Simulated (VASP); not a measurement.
Wanted: the native input for a VASP 6.6.1 run.

```
Task                   : single point
Functional             : PBE
Potentials or basis    : VASP PAW PBE potentials, release 64 (Pt)
Cutoff                 : 520 eV
k mesh                 : 24 × 24 × 24
Occupations            : gaussian, width 0.15 eV
Spin                   : no spin polarisation
Dipole correction      : no
Further INCAR settings : ALGO = Fast; EDIFF = 1e-06; NBANDS = 11
```

The structure of Pt lies in POSCAR:

```
Pt
1.0
   -1.6608801563      1.5851396932      1.5851396932
    1.5851396932     -1.6608801563      1.5851396932
    1.5851396932      1.5851396932     -1.6608801563
Pt
1
Direct
    0.0000000000      0.0000000000      0.0000000000
```

This cell differs from its parent crystal: ratio of the length along [111] to the lengths across it x 0.93, volume and fractional coordinates fixed.

These files were run (other wordings do the same):

INCAR

```
PREC = Accurate
ENCUT = 520
EDIFF = 1E-6
ISMEAR = 0
SIGMA = 0.15
LREAL = False
LASPH = True
NELM = 80
ALGO = Fast
ISIF = 2
LWAVE = False
LCHARG = False
GGA = PE
NBANDS = 11
```

KPOINTS

```
regular mesh
0
Gamma
  24 24 24
```

Potentials or basis: VASP PAW PBE potentials, release 64 (Pt).

Run with:

```sh
$ cat potpaw_PBE.64/Pt/POTCAR > POTCAR
$ mpirun -np 1 vasp_std > vasp.out
```

Results of the run:

| Quantity | Value |
| --- | --- |
| Pressure | 0.7 GPa |
| Band gap on the k mesh | zero (bands 5 and 6 overlap by 2.50 eV) |

Caveat: spin-orbit coupling is left out, which moves the levels of the heavy elements.

It took 4 min on 1 thread of Intel Xeon 8259CL, with other jobs on the host, peak memory 0.34 GiB.
